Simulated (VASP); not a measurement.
# ZrGe2Pd3 (P6/mmm) in VASP: further runs, part 2 of 2

VASP 6.6.1.

## Step 3: Single point, PBE

This run uses another cell than the first one, of 29.11 Å³/atom.

INCAR reads:

```
SYSTEM = ZrGe2Pd3
PREC     = Accurate       ! precision mode
ENCUT    = 630            ! plane-wave cutoff, eV
EDIFF    = 1E-6           ! SCF threshold, eV
ISMEAR   = 0              ! smearing method
SIGMA    = 0.2            ! smearing width, eV
LREAL    = .False.        ! projectors in reciprocal space
LASPH    = .True.         ! aspherical terms in the spheres
NELM     = 120            ! most SCF steps
ALGO     = Normal         ! electronic algorithm
ISIF     = 2              ! what is computed and relaxed
LWAVE    = .False.        ! write WAVECAR
LCHARG   = .False.        ! write CHGCAR
GGA      = PE             ! functional
NBANDS   = 56             ! bands
GGA_COMPAT= .False.
```

KPOINTS reads:

```
Automatic mesh
0
Gamma
  4 4 3
  0 0 0
```

POSCAR reads:

```
ZrGe2Pd3
1.0
    4.5061324162      0.0000000000      0.0000000000
   -2.2530662081      3.9024251452      0.0000000000
    0.0000000000      0.0000000000      9.9325721119
Zr Ge Pd
1 2 3
Direct
    0.0000000000      0.0000000000      0.0000000000
    0.3333333333      0.6666666667      0.5000000000
    0.6666666667      0.3333333333      0.5000000000
    0.0000000000      0.0000000000      0.2332138368
    0.0000000000      0.0000000000      0.7667861632
    0.0000000000      0.0000000000      0.5000000000
```

Potentials or basis: VASP PAW PBE potentials, release 64 (Zr_sv, Ge_d, Pd_sv_GW).

Run with:

```bash
$ cat potpaw_PBE.64/Zr_sv/POTCAR potpaw_PBE.64/Ge_d/POTCAR potpaw_PBE.64/Pd_sv_GW/POTCAR > POTCAR
$ mpirun -np 1 vasp_std > vasp.out
```

OUTCAR:

```text
SYSTEM = ZrGe2Pd3
   PREC = Accurate
   ENCUT = 630
   EDIFF = 1E-6
   ISMEAR = 0
   LREAL = .False.
   LASPH = .True.
   NELM = 120
   ISIF = 2
   GGA = PE

 ion  position               nearest neighbor table
   1  0.000  0.000  0.000-   4 2.32   5 2.32
   2  0.333  0.667  0.500-   3 2.60   6 2.60   3 2.60   6 2.60   6 2.60   3 2.60
   3  0.667  0.333  0.500-   2 2.60   6 2.60   2 2.60   6 2.60   6 2.60   2 2.60
   4  0.000  0.000  0.233-   1 2.32   6 2.65
   5  0.000  0.000  0.767-   1 2.32   6 2.65
   6  0.000  0.000  0.500-   2 2.60   3 2.60   2 2.60   3 2.60   3 2.60   2 2.60   4 2.65   5 2.65

  LATTYP: Found a hexagonal cell.
 ALAT       =     4.5061324162
 C/A-ratio  =     2.2042344065

  Lattice vectors:

 A1 = (   4.5061324162,   0.0000000000,   0.0000000000)
 A2 = (  -2.2530662081,   3.9024251452,   0.0000000000)
 A3 = (   0.0000000000,   0.0000000000,   9.9325721119)

Analysis of symmetry for initial positions (statically):
=====================================================================
 Subroutine PRICEL returns:
 Original cell was already a primitive cell.

 Routine SETGRP: Setting up the symmetry group for a
 hexagonal supercell.

 Subroutine GETGRP returns: Found 24 space group operations
 (whereof 24 operations were pure point group operations)
 out of a pool of 24 trial point group operations.

The static configuration has the point symmetry D_6h.

Analysis of symmetry for dynamics (positions and initial velocities):
=====================================================================
 Subroutine PRICEL returns:
 Original cell was already a primitive cell.

 Routine SETGRP: Setting up the symmetry group for a
 hexagonal supercell.

 Subroutine GETGRP returns: Found 24 space group operations
 (whereof 24 operations were pure point group operations)
 out of a pool of 24 trial point group operations.

The dynamic configuration has the point symmetry D_6h.

 Subroutine INISYM returns: Found 24 space group operations
 (whereof 24 operations are pure point group operations),
 and found     1 'primitive' translations

----------------------------------------------------------------------------------------

                                     Primitive cell

  volume of cell :     174.6627

  direct lattice vectors                    reciprocal lattice vectors
     4.506132416  0.000000000  0.000000000     0.221919799  0.128125456  0.000000000
    -2.253066208  3.902425145  0.000000000     0.000000000  0.256250911  0.000000000
     0.000000000  0.000000000  9.932572112     0.000000000  0.000000000  0.100678856

  length of vectors
     4.506132416  4.506132416  9.932572112     0.256250911  0.256250911  0.100678856

  position of ions in fractional coordinates (direct lattice)
     0.000000000  0.000000000  0.000000000
     0.333333333  0.666666667  0.500000000
     0.666666667  0.333333333  0.500000000
     0.000000000  0.000000000  0.233213837
     0.000000000  0.000000000  0.766786163
     0.000000000  0.000000000  0.500000000

  ion indices of the primitive-cell ions
   primitive index   ion index
                 1           1
                 2           2
                 3           3
                 4           4
                 5           5
                 6           6

[... 30 lines left out ...]
  0.500000 -0.000000  0.000000      3.000000
  0.250000  0.250000  0.000000      6.000000
  0.000000  0.000000  0.333333      2.000000
  0.250000 -0.000000  0.333333     12.000000
  0.500000 -0.000000  0.333333      6.000000
  0.250000  0.250000  0.333333     12.000000
   k-points           NKPTS =      8   k-points in BZ     NKDIM =      8   number of bands    NBANDS=     56
   number of dos      NEDOS =    301   number of ions     NIONS =      6
   total plane-waves  NPLWV = 134400
   dimension x,y,z NGX =    40 NGY =   40 NGZ =   84
   dimension x,y,z NGXF=    80 NGYF=   80 NGZF=  168
   ions per type =               1   2   3
   NGX,Y,Z   is equivalent  to a cutoff of  14.76, 14.76, 14.06 a.u.
   NGXF,Y,Z  is equivalent  to a cutoff of  29.51, 29.51, 28.12 a.u.
 SYSTEM =  ZrGe2Pd3
   PREC   = accura    normal or accurate (medium, high low for compatibility)
   ISTART =      0    job   : 0-new  1-cont  2-samecut
   ICHARG =      2    charge: 1-file 2-atom 10-const
   ISPIN  =      1    spin polarized calculation?
   LNONCOLLINEAR =      F non collinear calculations
   LSORBIT =      F    spin-orbit coupling
   LASPH  =      T    aspherical Exc in radial PAW
   ENCUT  =  630.0 eV  46.30 Ry    6.80 a.u.   9.22  9.22 20.33*2*pi/ulx,y,z
   NELM   =    120;   NELMIN=  2; NELMDL= -5     # of ELM steps
   EDIFF  = 0.1E-05   stopping-criterion for ELM
   LREAL  =      F    real-space projection
   EDIFFG = 0.1E-04   stopping-criterion for IOM
   NSW    =      0    number of steps for IOM
   IBRION =     -1    ionic relax: 0-MD 1-quasi-New 2-CG
   NFREE  =      0    steps in history (QN), initial steepest desc. (CG)
   ISIF   =      2    stress and relaxation
   ISYM   =      2    0-nonsym 1-usesym 2-fastsym
   POTIM  = 0.5000    time-step for ionic-motion
   TEBEG  =    0.0;   TEEND  =   0.0 temperature during run
   PSTRESS=    0.0 pullay stress
   NELECT =      94.0000    total number of electrons
   NUPDOWN=      -1.0000    fix difference up-down
   EMIN   =  10.00;   EMAX   =-10.00  energy-range for DOS
   EFERMI =   0.00;   METHOD = LEGACY
   ISMEAR =     0;   SIGMA  =   0.20  broadening in eV -4-tet -1-fermi 0-gaus
   EFERMI_NEDOS =   21; number of points for ismear=-14 and -15
   IALGO  =     38    algorithm
   IMIX   =      4    mixing-type and parameters
     AMIX     =   0.40;   BMIX     =  1.00
     AMIX_MAG =   1.60;   BMIX_MAG =  1.00
  volume/ion in A,a.u.               =      29.11       196.45
  Fermi-wavevector in a.u.,A,eV,Ry     =   1.331631  2.516418 24.126425  1.773242
  Thomas-Fermi vector in A             =   2.460628
   LORBIT       =      0    0 simple, 1 ext, 2 COOP (PROOUT), +10 PAW based schemes
   GGA     = PE    functional components
   LHFCALC =     F    Hartree Fock is set to
   AEXX    =    0.0000 exact exchange contribution
   IVDW    =     0    specifies the selected vdW correction
   LEPSILON=     F    determine dielectric tensor
   LRPA    =     F    only Hartree local field effects (RPA)
 non-spin polarized calculation
 Gauss-broadening in eV      SIGMA  =   0.20
  energy-cutoff  :      630.00
  volume of cell :      174.66
 maximum number of plane-waves:      6287
 NGX is ok and might be reduce to    40
   NGX = 19   NGY = 19   NGZ = 41

 number of electron      93.9999973 magnetization

 Free energy of the ion-electron system (eV)
  ---------------------------------------------------
  ext. energy  EPLUGINS =         0.00000000
  ---------------------------------------------------
  free energy    TOTEN  =       -24.26925297 eV

  energy without entropy =      -24.17421494  energy(sigma->0) =      -24.22173396

 E-fermi :   3.6209     XC(G=0):  -9.1450

 val. band max:        3.5182809766   @ k =   0.0000   0.0000   0.0000
 cond. band min:       3.6480021816   @ k =   0.2500   0.2500   0.0000
 fundamental gap:      0.1297212050
 Fermi energy:         3.6208549628

 k-point     1 :       0.0000    0.0000    0.0000
  band No.  band energies     occupation
      1     -81.3793      2.00000
      2     -80.9610      2.00000
      3     -80.9607      2.00000
      4     -47.4489      2.00000
      5     -47.2315      2.00000
      6     -47.1809      2.00000
[... 461 lines left out ...]
     55       5.8591      0.00000
     56       6.6531      0.00000

------------------------ aborting loop because EDIFF is reached ----------------------------------------

  FORCE on cell =-STRESS in cart. coord.  units (eV):
  Direction    XX          YY          ZZ          XY          YZ          ZX
  --------------------------------------------------------------------------------------
  -------------------------------------------------------------------------------------
  Total       -0.2189283     -0.2189283     -0.5121736      0.0000000     -0.0000000      0.0000000
  in kB       -2.0082244     -2.0082244     -4.6981572      0.0000000     -0.0000000      0.0000000
  external PRESSURE =      -2.9048687 kB  Pullay stress =       0.0000000 kB

 VOLUME and BASIS-vectors are now :
 -----------------------------------------------------------------------------
  energy-cutoff  :      630.00
  volume of cell :      174.66
      direct lattice vectors                 reciprocal lattice vectors
     4.506132416  0.000000000  0.000000000     0.221919799  0.128125456  0.000000000
    -2.253066208  3.902425145  0.000000000     0.000000000  0.256250911  0.000000000
     0.000000000  0.000000000  9.932572112     0.000000000  0.000000000  0.100678856

 POSITION                                       TOTAL-FORCE (eV/Angst)
 -----------------------------------------------------------------------------------
      0.00000      0.00000      0.00000         0.000000      0.000000      0.000000
     -0.00000      2.60162      4.96629        -0.000000      0.000000      0.000000
      2.25307      1.30081      4.96629        -0.000000     -0.000000      0.000000
      0.00000      0.00000      2.31641         0.000000     -0.000000     -0.006733
      0.00000      0.00000      7.61616         0.000000      0.000000      0.006733
      0.00000      0.00000      4.96629         0.000000      0.000000      0.000000
 -----------------------------------------------------------------------------------
    total drift:                               -0.000000     -0.000000      0.000000

  FREE ENERGIE OF THE ION-ELECTRON SYSTEM (eV)
  ---------------------------------------------------
  free  energy   TOTEN  =       -24.2692529736 eV

  energy  without entropy=      -24.1742149378  energy(sigma->0) =      -24.22173396
```

It took 1.8 min on 1 thread of AMD EPYC 9R45 (Zen 5), shared host; peak memory 0.38 GiB.

Results:

| Item | Value |
| --- | --- |
| Free energy | -24.2693 eV |
| Pressure | -0.3 GPa |
| Largest force | 0.007 eV/Å |
| Band gap on the k mesh | zero (bands 47 and 48 overlap by 0.63 eV) |

Forces on the atoms (eV/Å):
```
Zr   0.000  0.000  0.000
Ge   0.000  0.000  0.000
Ge   0.000  0.000  0.000
Pd   0.000  0.000 -0.007
Pd   0.000  0.000  0.007
Pd   0.000  0.000  0.000
```

Caveat: the k points lie up to 0.40 Å⁻¹ apart, too coarse for converged energies and pressures of a metal.

The gap in the log of VASP goes by the Fermi energy; the results here count the filled bands.